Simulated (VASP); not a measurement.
Write the native input for VASP 6.6.1 that does the following.

| Quantity | Value |
| --- | --- |
| Task | single point |
| Functional | PBE |
| Potentials or basis | VASP PAW PBE potentials, release 64 (B, P) |
| Cutoff | 520 eV |
| k mesh | 4 × 4 × 4 |
| Occupations | gaussian, width 0.1 eV |
| Spin | no spin polarisation |
| Dipole correction | no |
| Further INCAR settings | ALGO = Normal; EDIFF = 1e-06; NBANDS = 30 |

The structure of B3P2 lies in POSCAR:

```
B3P2
1.0
    0.0000000000      3.2724333298      5.2287455256
    2.8784291832      0.0000000000      5.2287455256
    2.8784291832      3.2724333298      0.0000000000
B P
6 4
Direct
    0.6585147651      0.1724837826      0.3414852349
    0.8275162174      0.3414852349      0.1724837826
    0.3414852349      0.8275162174      0.6585147651
    0.1724837826      0.6585147651      0.8275162174
    0.8278003264      0.8278003264      0.1721996736
    0.1721996736      0.1721996736      0.8278003264
    0.6923552694      0.3076447306      0.6923552694
    0.3076447306      0.6923552694      0.3076447306
    0.2500000000      0.2500000000      0.2500000000
    0.7500000000      0.7500000000      0.7500000000
```

These files were run (other wordings do the same):

INCAR

```
ALGO = Normal ; EDIFF = 1E-6
ENCUT = 520 ; GGA = PE
ISIF = 2 ; ISMEAR = 0
LASPH = T ; LCHARG = F
LREAL = F ; LWAVE = F
NBANDS = 30 ; NELM = 80
PREC = Accurate ; SIGMA = 0.1
```

KPOINTS

```
k-points
0
Gamma
  4 4 4
```

Potentials or basis: VASP PAW PBE potentials, release 64 (B, P).

Launch:

```sh
$ cat potpaw_PBE.64/B/POTCAR potpaw_PBE.64/P/POTCAR > POTCAR
$ mpirun -np 1 vasp_std > vasp.out
```

Results of the run:

```
Pressure               : -0.3 GPa
Largest force          : 0.064 eV/Å
Band gap on the k mesh : zero (bands 19 and 20 overlap by 2.57 eV)
```

Caveat: the k points lie up to 0.39 Å⁻¹ apart, too coarse for converged energies and pressures of a metal.

Wall time 58 s on 1 thread of Intel Xeon 8259CL, with other jobs on the host, peak memory 0.26 GiB.
